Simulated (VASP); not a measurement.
## Ti: single point with LDA

The system is Ti.

```
Ti
1.0
     4.50610    0.00000    0.00000
    -2.25305    3.90239    0.00000
     0.00000    0.00000    2.76243
Ti
3
Direct
  0.00000 0.00000 0.00000
  0.33333 0.66667 0.50000
  0.66667 0.33333 0.50000
```

* Program: VASP 6.6.1
* Task: single point
* Functional: LDA
* Potentials or basis: VASP PAW LDA potentials, release 64 (Ti_sv)
* Cutoff: 520 eV
* k mesh: 7 × 7 × 10
* Occupations: methfessel-paxton, width 0.1 eV
* Spin: no spin polarisation
* Dipole correction: no
* Further INCAR settings: ALGO = Normal; EDIFF = 1e-07; NBANDS = 25

| Item | Value |
| --- | --- |
| Pressure | -2.7 GPa |
| Band gap on the k mesh | zero (band 18 reaches 8.88 eV, above the bottom of band 19 at 8.63 eV) |

Stress tensor (GPa, compression positive):
```
-3.64  0.00  0.00
 0.00 -3.64  0.00
 0.00  0.00 -0.85
```

Levels at points of the mesh, in eV from the Fermi level:
```csv
k point,band 16,band 17,band 18,band 19,band 20,band 21
"(0.00, 0.00, 0.00)",-0.73,-0.61,-0.61,-0.09,0.61,1.30
"(0.00, 0.00, 0.50)",-1.75,-1.75,-1.60,1.04,1.04,1.31
```

Wall time 46 s on 1 thread of Intel(R) Xeon(R) Platinum 8488C (Sapphire Rapids), on a shared host, peak memory 0.17 GiB.
